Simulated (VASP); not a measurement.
SnSe2: relaxation of shape and atoms at fixed volume with PBE

The system is SnSe2.

```
Sn Se
1.0
     3.82242    0.00281   -0.00363
     1.90838    3.31117    0.09322
     1.84438    0.82490    6.69452
Sn Se
1 2
Direct
  0.00000 0.00000 0.00000
  0.74387 0.73902 0.76397
  0.25613 0.26098 0.23603
```

```json
{
 "Program": "VASP 6.6.1",
 "Task": "relaxation of shape and atoms at fixed volume",
 "Functional": "PBE",
 "Potentials or basis": "VASP PAW PBE potentials, release 64 (Sn_d, Se)",
 "Cutoff": "600 eV",
 "k mesh": "8 × 8 × 4",
 "Occupations": "gaussian, width 0.02 eV",
 "Spin": "no spin polarisation",
 "Dipole correction": "no",
 "Further INCAR settings": "ALGO = Normal; EDIFF = 1e-07; IBRION = 2; EDIFFG = -0.01; NSW = 50; ISIF = 4"
}
```

| Quantity | Value |
| --- | --- |
| Energy gained by relaxing | 4.9 meV/atom |
| Ionic steps | 7 |
| Pressure after relaxing | 0.8 GPa |
| Largest force after relaxing | 0.004 eV/Å |
| Band gap on the k mesh | 0.38 eV (least direct gap 0.62 eV) |

Forces on the atoms (eV/Å):
```
Sn   0.000  0.000  0.000
Se   0.002  0.004  0.001
Se  -0.002 -0.004 -0.001
```

Step by step:
```
step  energy change (eV)  largest force (eV/Å)  pressure (GPa)  volume (Å³)
   1              0.0000                0.3155            2.49        84.42
   2             -0.0073                0.1648            1.97        84.42
   3             -0.0101                0.0147            1.35        84.42
   4             -0.0134                0.0123            1.10        84.42
   5             -0.0148                0.0107            0.80        84.42
   6             -0.0148                0.0107            0.79        84.42
   7             -0.0148                0.0043            0.82        84.42
```

Final structure:
```
Sn Se
1.0
     3.85586    0.00230   -0.00240
     1.92464    3.34071    0.09688
     1.86244    0.84162    6.57927
Sn Se
1 2
Direct
  0.00000 0.00000 0.00000
  0.74625 0.74147 0.75673
  0.25375 0.25853 0.24327
```

Levels at points of the mesh, in eV from the valence-band top:
```csv
k point,band 9,band 10,band 11,band 12,band 13,band 14,band 15,band 16,band 17
"(0.00, 0.00, 0.00)",-0.49,-0.49,-0.33,-0.21,-0.19,0.97,3.05,4.48,4.50
"(0.50, 0.00, 0.00)",-4.24,-2.47,-2.18,-1.23,-0.51,1.05,3.98,5.92,6.03
"(0.00, 0.50, 0.00)",-4.24,-2.49,-2.18,-1.22,-0.51,1.06,3.97,5.93,6.07
"(0.50, 0.50, 0.00)",-4.46,-2.29,-2.19,-0.28,-0.25,0.38,3.73,5.17,5.39
"(0.00, 0.00, 0.50)",-1.81,-0.59,-0.56,-0.11,-0.10,2.22,3.01,4.54,4.55
"(0.50, 0.00, 0.50)",-4.47,-2.28,-2.15,-0.30,-0.26,0.38,3.75,5.19,5.40
"(0.00, 0.50, 0.50)",-4.47,-2.28,-2.13,-0.31,-0.27,0.39,3.77,5.20,5.40
"(0.50, 0.50, 0.50)",-4.26,-2.41,-2.19,-1.25,-0.52,1.04,4.00,5.93,5.94
```

Run time: 5.5 min on 1 thread of Intel(R) Xeon(R) 6975P-C (Granite Rapids) (shared host), peak memory 0.41 GiB.

Caveat: spin-orbit coupling is left out, which moves the levels of the heavy elements. A k mesh can miss the band edges.
